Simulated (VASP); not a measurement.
Wanted: the native input for a VASP 6.6.1 run.

```yaml
Task: single point
Functional: r2SCAN
Potentials_or_basis: VASP PAW PBE potentials, release 64 (Zn, S)
Cutoff: 520 eV
k_mesh: 9 × 9 × 4
Occupations: gaussian, width 0.02 eV
Spin: no spin polarisation
Dipole_correction: no
Further_INCAR_settings: ALGO = Normal; EDIFF = 1e-06; NBANDS = 26
```

Crystal: ZnS (Wurtzite-2H).

```
CELL_PARAMETERS angstrom
3.88322 0.00000 0.00000
-1.94161 3.36296 0.00000
0.00000 0.00000 6.36137
ATOMIC_POSITIONS crystal
Zn 0.33333 0.66667 0.00516
Zn 0.66667 0.33333 0.50516
S 0.33333 0.66667 0.37984
S 0.66667 0.33333 0.87984
```

This cell differs from its parent crystal: volume scaled by 1.06, then relaxed in part.

The input as run:

POSCAR

```
ZnS
1.0
    3.8832170330      0.0000000000      0.0000000000
   -1.9416085165      3.3629645990      0.0000000000
    0.0000000000      0.0000000000      6.3613696050
Zn S
2 2
Direct
    0.3333333333      0.6666666667      0.0051631399
    0.6666666667      0.3333333333      0.5051631399
    0.3333333333      0.6666666667      0.3798368601
    0.6666666667      0.3333333333      0.8798368601
```

INCAR.step1

```
ALGO = Normal
EDIFF = 1E-4
ENCUT = 520
GGA = PE
ISMEAR = 0
LASPH = True
LCHARG = False
LREAL = False
LWAVE = True
NBANDS = 26
NELM = 60
PREC = Accurate
SIGMA = 0.02
```

INCAR.step2

```
ALGO = Normal
EDIFF = 1E-6
ENCUT = 520
ISIF = 2
ISMEAR = 0
ISTART = 1
LASPH = True
LCHARG = False
LMIXTAU = True
LREAL = False
LWAVE = False
METAGGA = R2SCAN
NBANDS = 26
NELM = 60
PREC = Accurate
SIGMA = 0.02
```

KPOINTS

```
k-points
0
Gamma
  9 9 4
```

Potentials or basis: VASP PAW PBE potentials, release 64 (Zn, S).

Run with:

```console
$ cat potpaw_PBE.64/Zn/POTCAR potpaw_PBE.64/S/POTCAR > POTCAR
$ cp INCAR.step1 INCAR
$ mpirun -np 1 vasp_std > vasp.out
$ cp INCAR.step2 INCAR
$ mpirun -np 1 vasp_std > vasp.out
```

Results of the run:

| Item | Value |
| --- | --- |
| Pressure | -4.0 GPa |
| Largest force | 0.004 eV/Å |
| Band gap on the k mesh | 2.51 eV, direct |

Caveat: the PAW data sets were made with another functional, which shifts forces and pressure a little.

It took 2.9 min on 1 thread of AMD EPYC 9R45 96-Core Processor (Zen 5) (shared host), peak memory 0.21 GiB.
